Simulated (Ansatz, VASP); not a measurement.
# Two plane-wave programs on InSb

Contents of INCAR:

```
PREC = Accurate ; ENCUT = 520
EDIFF = 1E-6 ; ISMEAR = 0
SIGMA = 0.15 ; LREAL = False
LASPH = True ; NELM = 60
ALGO = Normal ; ISIF = 2
LWAVE = False ; LCHARG = True
GGA = PE ; LELF = True
LVHAR = True ; NBANDS = 16
```

The input KPOINTS:

```
regular mesh
0
Gamma
  14 14 14
```

POSCAR

```
InSb
1.0
    0.0000000000      3.5187857283      2.7446528681
    3.5187857283      0.0000000000      2.7446528681
    3.5187857283      3.5187857283      0.0000000000
In Sb
1 1
Direct
    0.0000000000      0.0000000000      0.0000000000
    0.7500000000      0.7500000000      0.7500000000
```

Input for Ansatz:

```yaml
crystal:
  lattice:
    - [0.0, 3.5187857283, 2.7446528681]
    - [3.5187857283, 0.0, 2.7446528681]
    - [3.5187857283, 3.5187857283, 0.0]
  atoms:
    - { symbol: In, position: [0.0, 0.0, 0.0] }
    - { symbol: Sb, position: [0.75, 0.75, 0.75] }
basis:
  ecutwfc: 420
kpoints:
  mp_grid: { grid: [14, 14, 14] }
hamiltonian:
  xc: pbe
scf:
  occupations: { method: gaussian, width: 0.15 }
output:
  forces: true
  stress: true
  eigenvalues: true
```

Alike in both runs: task single point; functional PBE; k mesh 14 × 14 × 14; occupations gaussian, width 0.15 eV; no spin polarisation.

```csv
,VASP,Ansatz
version,VASP 6.6.1,Ansatz 0.2.0
potentials or method,"VASP PAW PBE potentials, release 64 (In_d, Sb), cutoff 520 eV","scalar-relativistic, plane waves, PAW"
valence electrons in the cell,18,28
```

|  | VASP | Ansatz | Ansatz less VASP |
| --- | --- | --- | --- |
| gap on the k mesh at the Fermi level (eV) | none | none | - |
| pressure (GPa) | 2.1 | 2.1 | +0.03 |
| traceless stress, the component that is largest in VASP (GPa) | 2.16 | 2.17 | +0.004 |

A gap of «none» marks a metal or a gap that the smearing closes. With one functional, cell and mesh, what is left measures potentials, basis and numerics. VASP's potentials hold 18 valence electrons a cell and Ansatz's 28, so a difference there can come from the potentials and not from the codes.

Spin-orbit coupling is off throughout.
